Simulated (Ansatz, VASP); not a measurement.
# One calculation of HfSi, two programs

The input INCAR:

```
SYSTEM = HfSi
PREC = Accurate
ENCUT = 520
EDIFF = 1E-7
ISMEAR = 0
SIGMA = 0.15
LREAL = .FALSE.
LASPH = .TRUE.
NELM = 60
ALGO = Normal
ISIF = 2
LWAVE = .FALSE.
LCHARG = .FALSE.
GGA = PS
NBANDS = 38
```

Contents of KPOINTS:

```
Automatic mesh
0
G
  6 10 8
  0 0 0
```

POSCAR

```
HfSi
1.0
    6.9241391071      0.0000000000      0.0000000000
    0.0000000000      3.7032452379      0.0000000000
    0.0000000000      0.0000000000      5.2017439112
Hf Si
4 4
Direct
    0.1755908222      0.2500000000      0.1264896848
    0.3244091778      0.7500000000      0.6264896848
    0.6755908222      0.2500000000      0.3735103152
    0.8244091778      0.7500000000      0.8735103152
    0.0430603597      0.2500000000      0.6402012503
    0.4569396403      0.7500000000      0.1402012503
    0.5430603597      0.2500000000      0.8597987497
    0.9569396403      0.7500000000      0.3597987497
```

Input for Ansatz:

```yaml
crystal:
  lattice:
    - [6.9241391071, 0.0, 0.0]
    - [0.0, 3.7032452379, 0.0]
    - [0.0, 0.0, 5.2017439112]
  atoms:
    - { symbol: Hf, position: [0.1755908222, 0.25, 0.1264896848] }
    - { symbol: Hf, position: [0.3244091778, 0.75, 0.6264896848] }
    - { symbol: Hf, position: [0.6755908222, 0.25, 0.3735103152] }
    - { symbol: Hf, position: [0.8244091778, 0.75, 0.8735103152] }
    - { symbol: Si, position: [0.0430603597, 0.25, 0.6402012503] }
    - { symbol: Si, position: [0.4569396403, 0.75, 0.1402012503] }
    - { symbol: Si, position: [0.5430603597, 0.25, 0.8597987497] }
    - { symbol: Si, position: [0.9569396403, 0.75, 0.3597987497] }
basis:
  ecutwfc: 420
kpoints:
  mp_grid: { grid: [6, 10, 8] }
hamiltonian:
  xc: pbesol
scf:
  occupations: { method: gaussian, width: 0.15 }
output:
  forces: true
  stress: true
  eigenvalues: true
  write_density: true
  write_potential: true
  elf: true
  volumetric_format: npy
```

Change from the starting cell: strain +0.0150 x Voigt [1, -1, 0, 0, 0, 0], atoms carried along.

Alike in both runs: task single point; functional PBEsol; k mesh 6 × 10 × 8; occupations gaussian, width 0.15 eV; no spin polarisation.

|  | VASP | Ansatz |
| --- | --- | --- |
| version | VASP 6.6.1 | Ansatz 0.2.0 |
| potentials or method | VASP PAW PBE potentials, release 64 (Hf_pv, Si), cutoff 520 eV | scalar-relativistic, plane waves, PAW |
| valence electrons in the cell | 56 | 120 |

|  | VASP | Ansatz | Ansatz less VASP |
| --- | --- | --- | --- |
| gap on the k mesh at the Fermi level (eV) | none | none | - |
| pressure (GPa) | 0.2 | 0.1 | -0.08 |
| traceless stress, the component that is largest in VASP (GPa) | 2.10 | 2.10 | -0.006 |
| rms of the force components (eV/Å) | 0.060 | 0.059 | -0.0012 |

VASP's potentials were made for PBE, not for PBEsol. Atom by atom the forces differ by 0.005 eV/Å (rms over components). A gap of «none» marks a metal or a gap that the smearing closes. VASP's potentials hold 56 valence electrons a cell and Ansatz's 120, so a difference there can come from the potentials and not from the codes.

Spin-orbit coupling is off throughout.
